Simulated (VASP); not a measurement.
Here is a VASP 6.6.1 calculation.

Contents of INCAR:

```
SYSTEM = Sm
ALGO = Normal
EDIFF = 1E-6
ENCUT = 600
GGA = PE
GGA_COMPAT = .FALSE.
ISIF = 2
ISMEAR = 0
ISPIN = 2
LASPH = .TRUE.
LCHARG = .TRUE.
LDAU = .TRUE.
LDAUJ = 0
LDAUL = 3
LDAUPRINT = 1
LDAUTYPE = 2
LDAUU = 6
LELF = .TRUE.
LMAXMIX = 6
LORBIT = 11
LREAL = .FALSE.
LVHAR = .TRUE.
LWAVE = .FALSE.
MAGMOM = 6.78
NBANDS = 18
NELM = 200
PREC = Accurate
SIGMA = 0.05
```

KPOINTS

```
k-points
0
G
  6 6 6
  0 0 0
```

Contents of POSCAR:

```
Sm
1.0
   -2.2628986083      2.2628986083      2.2628986083
    2.2628986083     -2.2628986083      2.2628986083
    2.2628986083      2.2628986083     -2.2628986083
Sm
1
Direct
    0.0000000000      0.0000000000      0.0000000000
```

Potentials or basis: VASP PAW PBE potentials, release 64 (Sm).

Command:

```sh
$ cat potpaw_PBE.64/Sm/POTCAR > POTCAR
$ mpirun -np 1 vasp_std > vasp.out
```

Question: Estimate the net moment.

Answer: 6.52 μB per cell.

Question: Predict the site moments.

Answer: Sm +5.73 μB.

Question: What does it give for the pressure?

Answer: -1.4 GPa.

Eigenvalues of the final occupation matrices:
| site | spin | trace | eigenvalues |
| --- | --- | --- | --- |
| site 1 f | 1 | 5.67 | 0.59 0.59 0.59 0.98 0.98 0.98 0.98 |
| site 1 f | 2 | 0.00 | 0.00 0.00 0.00 0.00 0.00 0.00 0.00 |

Caveat: the magnetic or orbital state may not be the lowest; spin-orbit coupling is left out, which moves the levels of the heavy elements. The state reached can hang on the start; a lower one may exist.
